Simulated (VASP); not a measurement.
# CdTe (F-43m) in VASP: notebook, part 2 of 2

VASP 6.6.1. The steps go on from the part before.

### 3 Single point, PBEsol, non-collinear spin, zero start, spin-orbit coupling

INCAR

```
SYSTEM = CdTe
PREC = Accurate
ENCUT = 520
EDIFF = 1E-6
ISMEAR = -1
SIGMA = 0.05
LREAL = .FALSE.
LASPH = .TRUE.
NELM = 150
ALGO = Normal
ISIF = 2
LWAVE = .FALSE.
LCHARG = .FALSE.
MAGMOM = 0 0 0 0 0 0
LORBIT = 11
LSORBIT = .TRUE.
GGA_COMPAT = .FALSE.
LORBMOM = .TRUE.
GGA = PS
NBANDS = 30
```

KPOINTS

```
Automatic mesh
0
G
  5 5 5
  0 0 0
```

POSCAR

```
CdTe
1.0
    0.0000000000      3.2050000000      3.2050000000
    3.2050000000      0.0000000000      3.2050000000
    3.2050000000      3.2050000000      0.0000000000
Te Cd
1 1
Direct
    0.7500000000      0.7500000000      0.7500000000
    0.0000000000      0.0000000000      0.0000000000
```

Potentials or basis: VASP PAW PBE potentials, release 64 (Te, Cd).

Started as:

```bash
> cat potpaw_PBE.64/Te/POTCAR potpaw_PBE.64/Cd/POTCAR > POTCAR
> mpirun -np 1 vasp_ncl > vasp.out
```

OUTCAR:

```text
SYSTEM = CdTe
   PREC = Accurate
   ENCUT = 520
   EDIFF = 1E-6
   ISMEAR = -1
   LREAL = .FALSE.
   LASPH = .TRUE.
   NELM = 150
   ISIF = 2
   LORBIT = 11
   LSORBIT = .TRUE.
   GGA = PS

 ion  position               nearest neighbor table
   1  0.750  0.750  0.750-   2 2.78   2 2.78   2 2.78   2 2.78
   2  0.000  0.000  0.000-   1 2.78   1 2.78   1 2.78   1 2.78

  LATTYP: Found a face centered cubic cell.
 ALAT       =     6.4100000000

  Lattice vectors:

 A1 = (   0.0000000000,   3.2050000000,   3.2050000000)
 A2 = (   3.2050000000,   0.0000000000,   3.2050000000)
 A3 = (   3.2050000000,   3.2050000000,   0.0000000000)

Analysis of symmetry for initial positions (statically):
=====================================================================
 Subroutine PRICEL returns:
 Original cell was already a primitive cell.

 Routine SETGRP: Setting up the symmetry group for a
 face centered cubic supercell.

 Subroutine GETGRP returns: Found 24 space group operations
 (whereof 24 operations were pure point group operations)
 out of a pool of 48 trial point group operations.

The static configuration has the point symmetry T_d .

Analysis of symmetry for dynamics (positions and initial velocities):
=====================================================================
 Subroutine PRICEL returns:
 Original cell was already a primitive cell.

 Routine SETGRP: Setting up the symmetry group for a
 face centered cubic supercell.

 Subroutine GETGRP returns: Found 24 space group operations
 (whereof 24 operations were pure point group operations)
 out of a pool of 48 trial point group operations.

The dynamic configuration has the point symmetry T_d .

Analysis of structural, dynamic, and magnetic symmetry:
=====================================================================
 Subroutine PRICEL returns:
 Original cell was already a primitive cell.

 Routine SETGRP: Setting up the symmetry group for a
 face centered cubic supercell.

 Subroutine GETGRP returns: Found 24 space group operations
 (whereof 24 operations were pure point group operations)
 out of a pool of 48 trial point group operations.

The overall configuration has the point symmetry T_d .

 Subroutine INISYM returns: Found 24 space group operations
 (whereof 24 operations are pure point group operations),
 and found     1 'primitive' translations

----------------------------------------------------------------------------------------

                                     Primitive cell

  volume of cell :      65.8437

  direct lattice vectors                    reciprocal lattice vectors
     0.000000000  3.205000000  3.205000000    -0.156006240  0.156006240  0.156006240
     3.205000000  0.000000000  3.205000000     0.156006240 -0.156006240  0.156006240
     3.205000000  3.205000000  0.000000000     0.156006240  0.156006240 -0.156006240

  length of vectors
     4.532554467  4.532554467  4.532554467     0.270210734  0.270210734  0.270210734

  position of ions in fractional coordinates (direct lattice)
     0.750000000  0.750000000  0.750000000
[... 592 lines left out ...]
  Direction    XX          YY          ZZ          XY          YZ          ZX
  --------------------------------------------------------------------------------------
  -------------------------------------------------------------------------------------
  Total        0.8052521      0.8052521      0.8052521     -0.0000000      0.0000000     -0.0000000
  in kB       19.5942367     19.5942367     19.5942367     -0.0000000      0.0000000     -0.0000000
  external PRESSURE =      19.5942367 kB  Pullay stress =       0.0000000 kB

 VOLUME and BASIS-vectors are now :
 -----------------------------------------------------------------------------
  energy-cutoff  :      520.00
  volume of cell :       65.84
      direct lattice vectors                 reciprocal lattice vectors
     0.000000000  3.205000000  3.205000000    -0.156006240  0.156006240  0.156006240
     3.205000000  0.000000000  3.205000000     0.156006240 -0.156006240  0.156006240
     3.205000000  3.205000000  0.000000000     0.156006240  0.156006240 -0.156006240

 POSITION                                       TOTAL-FORCE (eV/Angst)
 -----------------------------------------------------------------------------------
      4.80750      4.80750      4.80750        -0.000000     -0.000000     -0.000000
      0.00000      0.00000      0.00000         0.000000      0.000000      0.000000
 -----------------------------------------------------------------------------------
    total drift:                               -0.000000     -0.000000     -0.000000

  FREE ENERGIE OF THE ION-ELECTRON SYSTEM (eV)
  ---------------------------------------------------
  free  energy   TOTEN  =        -5.5800718167 eV

  energy  without entropy=       -5.5799679975  energy(sigma->0) =       -5.58001991

 orbital moment (x)

 # of ion     p       d       tot
 ----------------------------------------
  1         0.000  -0.000   0.000
  2         0.000  -0.000  -0.000
 ----------------------------------------
            0.000  -0.000  -0.000

 orbital moment (y)

 # of ion     p       d       tot
 ----------------------------------------
  1        -0.000   0.000  -0.000
  2        -0.000  -0.000  -0.000
 ----------------------------------------
           -0.000  -0.000  -0.000

 orbital moment (z)

 # of ion     p       d       tot
 ----------------------------------------
  1         0.000   0.000   0.000
  2         0.000   0.000   0.000
 ----------------------------------------
            0.000   0.000   0.000

 Spin-Orbit-Coupling matrix elements

 Ion:    1  E_soc:     -0.1929602
 l=   1
     0.0000000    -0.0320786    -0.0320786
    -0.0320786     0.0000000    -0.0320786
    -0.0320786    -0.0320786     0.0000000
 l=   2
     0.0000000    -0.0000325     0.0000000    -0.0000325    -0.0000489
    -0.0000325     0.0000000    -0.0000367    -0.0000325    -0.0000122
     0.0000000    -0.0000367     0.0000000    -0.0000367     0.0000000
    -0.0000325    -0.0000325    -0.0000367     0.0000000    -0.0000122
    -0.0000489    -0.0000122     0.0000000    -0.0000122     0.0000000
 l=   3
     0.0000000     0.0000000     0.0000000     0.0000000     0.0000000     0.0000000     0.0000000
     0.0000000     0.0000000     0.0000000     0.0000000     0.0000000     0.0000000     0.0000000
     0.0000000     0.0000000     0.0000000     0.0000000     0.0000000     0.0000000     0.0000000
     0.0000000     0.0000000     0.0000000     0.0000000     0.0000000     0.0000000     0.0000000
     0.0000000     0.0000000     0.0000000     0.0000000     0.0000000     0.0000000     0.0000000
     0.0000000     0.0000000     0.0000000     0.0000000     0.0000000     0.0000000     0.0000000
     0.0000000     0.0000000     0.0000000     0.0000000     0.0000000     0.0000000     0.0000000

 Ion:    2  E_soc:     -0.0621276
 l=   1
     0.0000000    -0.0033215    -0.0033215
    -0.0033215     0.0000000    -0.0033215
    -0.0033215    -0.0033215     0.0000000
 l=   2
     0.0000000    -0.0014197     0.0000000    -0.0014197    -0.0056133
    -0.0014197     0.0000000    -0.0042100    -0.0014197    -0.0014033
     0.0000000    -0.0042100     0.0000000    -0.0042100     0.0000000
    -0.0014197    -0.0014197    -0.0042100     0.0000000    -0.0014033
    -0.0056133    -0.0014033     0.0000000    -0.0014033     0.0000000
 l=   3
     0.0000000     0.0000000     0.0000000     0.0000000     0.0000000     0.0000000     0.0000000
     0.0000000     0.0000000     0.0000000     0.0000000     0.0000000     0.0000000     0.0000000
     0.0000000     0.0000000     0.0000000     0.0000000     0.0000000     0.0000000     0.0000000
     0.0000000     0.0000000     0.0000000     0.0000000     0.0000000     0.0000000     0.0000000
     0.0000000     0.0000000     0.0000000     0.0000000     0.0000000     0.0000000     0.0000000
     0.0000000     0.0000000     0.0000000     0.0000000     0.0000000     0.0000000     0.0000000
     0.0000000     0.0000000     0.0000000     0.0000000     0.0000000     0.0000000     0.0000000

 total charge

# of ion       s       p       d       tot
------------------------------------------
    1        1.348   2.068   0.024   3.440
    2        0.477   0.341   9.527  10.345
--------------------------------------------------
tot          1.826   2.409   9.551  13.785

 magnetization (x)

# of ion       s       p       d       tot
------------------------------------------
    1       -0.000  -0.000  -0.000  -0.000
    2        0.000  -0.000  -0.000   0.000
--------------------------------------------------
tot          0.000  -0.000  -0.000   0.000

 magnetization (y)

# of ion       s       p       d       tot
------------------------------------------
    1       -0.000   0.000  -0.000  -0.000
    2        0.000  -0.000   0.000  -0.000
--------------------------------------------------
tot         -0.000  -0.000  -0.000  -0.000

 magnetization (z)

# of ion       s       p       d       tot
------------------------------------------
    1       -0.000  -0.000  -0.000  -0.000
    2       -0.000  -0.000  -0.000  -0.000
--------------------------------------------------
tot         -0.000  -0.000  -0.000  -0.000
```

OSZICAR:

```text
N       E                     dE             d eps       ncg     rms          rms(c)
DAV:   1     0.110732661357E+03    0.11073E+03   -0.79685E+03   840   0.104E+03
DAV:   2    -0.667183805382E+00   -0.11140E+03   -0.10653E+03   918   0.265E+02
DAV:   3    -0.578032979718E+01   -0.51131E+01   -0.50803E+01   972   0.571E+01
DAV:   4    -0.584330938766E+01   -0.62980E-01   -0.62964E-01  1030   0.559E+00
DAV:   5    -0.584391930616E+01   -0.60992E-03   -0.60990E-03  1002   0.570E-01    0.644E+00
DAV:   6    -0.559815731054E+01    0.24576E+00   -0.42546E-01   906   0.928E+00    0.502E+00
DAV:   7    -0.558112831159E+01    0.17029E-01   -0.13582E-01   948   0.245E+00    0.251E+00
DAV:   8    -0.558014754972E+01    0.98076E-03   -0.93134E-03   942   0.101E+00    0.108E+00
DAV:   9    -0.557998529715E+01    0.16225E-03   -0.43198E-04   992   0.210E-01    0.341E-01
DAV:  10    -0.558004768480E+01   -0.62388E-04   -0.33654E-04   912   0.184E-01    0.635E-02
DAV:  11    -0.558005910810E+01   -0.11423E-04   -0.30079E-05   992   0.685E-02    0.290E-02
DAV:  12    -0.558007198516E+01   -0.12877E-04   -0.21750E-05   974   0.340E-02    0.221E-02
DAV:  13    -0.558007181671E+01    0.16845E-06   -0.89574E-07   836   0.122E-02
   1 F= -.55800718E+01 E0= -.55800199E+01  d E =-.103819E-03  mag=    -0.0000     0.0000    -0.0000
```

stdout:

```text
POSCAR found type information on POSCAR TeCd
 POSCAR found :  2 types and       2 ions
 scaLAPACK will be used
 -----------------------------------------------------------------------------
|                                                                             |
|                                                                             |
|     You enforced a specific xc type in the INCAR file but a different       |
|     I HOPE YOU KNOW WHAT YOU ARE DOING!                                     |
|                                                                             |
 -----------------------------------------------------------------------------

 LDA part: xc-table for (Slater+PW92), standard interpolation
 POSCAR, INCAR and KPOINTS ok, starting setup
 FFT: planning ... GRIDC
 FFT: planning ... GRID_SOFT
 FFT: planning ... GRID
 WAVECAR not read
 entering main loop
```

Run time: 44 s. Hardware: 1 thread of AMD EPYC 9R45 (Zen 5), shared host; peak memory 0.36 GiB.

What came out:

| Item | Value |
| --- | --- |
| Free energy | -5.5801 eV |
| Pressure | 2.0 GPa |
| Net moment | 0.00 μB per cell |
| Valence electrons inside the program's atomic spheres | Te 3.44; Cd 10.35 |

Moments on the atoms (μB; x, y, z):
```
Te  0.00 0.00 0.00
Cd  0.00 0.00 0.00
```

Caveat: the PAW data sets were made with another functional, which shifts forces and pressure a little.

### 4 Single point, PBE

INCAR

```
PREC = Accurate
ENCUT = 520
EDIFF = 1E-7
ISMEAR = -1
SIGMA = 0.02
LREAL = F
LASPH = T
NELM = 80
ALGO = Normal
ISIF = 2
LWAVE = F
LCHARG = F
GGA = PE
NBANDS = 16
```

KPOINTS

```
Automatic mesh
0
Gamma
  4 4 4
```

POSCAR is that of step 3.

Started as:

```bash
> cat potpaw_PBE.64/Te/POTCAR potpaw_PBE.64/Cd/POTCAR > POTCAR
> mpirun -np 1 vasp_std > vasp.out
```

It took 7.9 s on 1 thread of Intel Xeon 6975P-C (Granite Rapids), shared host; peak memory 0.2 GiB.

It converged, with:

| Item | Value |
| --- | --- |
| Free energy | -4.6609 eV |
| Pressure | 4.6 GPa |
| Band gap on the k mesh | 0.86 eV, direct |

Levels at points of the mesh, in eV from the valence-band top:
| k point | band 7 | band 8 | band 9 | band 10 | band 11 | band 12 |
| --- | --- | --- | --- | --- | --- | --- |
| (0.00, 0.00, 0.00) | 0.00 | 0.00 | 0.00 | 0.86 | 4.56 | 4.56 |
| (0.50, 0.00, 0.00) | -4.63 | -0.83 | -0.83 | 1.84 | 5.15 | 5.15 |
| (0.50, 0.50, 0.00) | -4.48 | -1.99 | -1.99 | 2.52 | 2.65 | 9.03 |

Caveat: the k points lie up to 0.42 Å⁻¹ apart; spin-orbit coupling is left out, which moves the levels of the heavy elements. PBE gaps usually lie below the measured ones, often by a third to a half.

### 5 Summary

| task | level | spin | cell | k mesh | cutoff (eV) | smearing | gap on the mesh (eV) | pressure (GPa) |
| --- | --- | --- | --- | --- | --- | --- | --- | --- |
| relaxation of cell and atoms | RPBE+D3(BJ) | off | relaxed | 7 × 7 × 7 | 600 | fermi-dirac 0.05 eV | 1.21 | 0.0 |
| single point | PBEsol | non-collinear, zero start, SOC | as given | 5 × 5 × 5 | 520 | fermi-dirac 0.05 eV | - | 2.0 |
| single point | PBE | off | as given | 4 × 4 × 4 | 520 | fermi-dirac 0.02 eV | 0.86 | 4.6 |

Alike in all rows: potentials or basis VASP PAW PBE potentials, release 64 (Te, Cd).

Caveats: some runs use coarse meshes; the PAW data sets were made with another functional, which shifts forces and pressure a little (some runs); spin-orbit coupling is left out, which moves the levels of the heavy elements (some runs).

Absolute energies hang on the potentials; compare differences alone.
